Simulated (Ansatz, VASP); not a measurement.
## Two plane-wave programs on Pb

Contents of INCAR:

```
ALGO = Fast
EDIFF = 1E-6
ENCUT = 520
GGA = RE
ISIF = 2
ISMEAR = -1
IVDW = 13
LASPH = T
LCHARG = F
LREAL = F
LWAVE = F
NBANDS = 13
NELM = 80
PREC = Accurate
SIGMA = 0.05
```

The input KPOINTS:

```
k-points
0
Gamma
  9 9 9
```

Contents of POSCAR:

```
Pb
1.0
    0.0000000000      2.4750200000      2.4750200000
    2.4750200000      0.0000000000      2.4750200000
    2.4750200000      2.4750200000      0.0000000000
Pb
1
Direct
    0.0000000000      0.0000000000      0.0000000000
```

The input input.yaml:

```yaml
crystal:
  lattice:
    - [0.0, 2.47502, 2.47502]
    - [2.47502, 0.0, 2.47502]
    - [2.47502, 2.47502, 0.0]
  atoms:
    - { symbol: Pb, position: [0.0, 0.0, 0.0] }
hamiltonian:
  xc: revpbe
  pseudopotentials: { kind: paw }
  dispersion: d4
kpoints:
  mp_grid: { grid: [9, 9, 9] }
scf:
  occupations: { method: fermi_dirac, width: 0.05 }
output:
  forces: true
  stress: true
  eigenvalues: true
```

Alike in both runs: task single point; functional revPBE; dispersion D4; k mesh 9 × 9 × 9; occupations fermi-dirac, width 0.05 eV; no spin polarisation.

```csv
,VASP,Ansatz
version,VASP 6.6.1,Ansatz 0.2.0
potentials or method,"VASP PAW PBE potentials, release 64 (Pb_d)",Ansatz PAW
plane-wave cutoff (eV),520,420
valence electrons in the cell,14,14
```

|  | VASP | Ansatz | Ansatz less VASP |
| --- | --- | --- | --- |
| gap on the k mesh at the Fermi level (eV) | none | none | - |
| pressure (GPa) | 0.3 | 0.3 | +0.01 |

VASP's potentials were made for PBE, not for revPBE. A gap of «none» marks a metal or a gap that the smearing closes.

Spin-orbit coupling is off throughout.
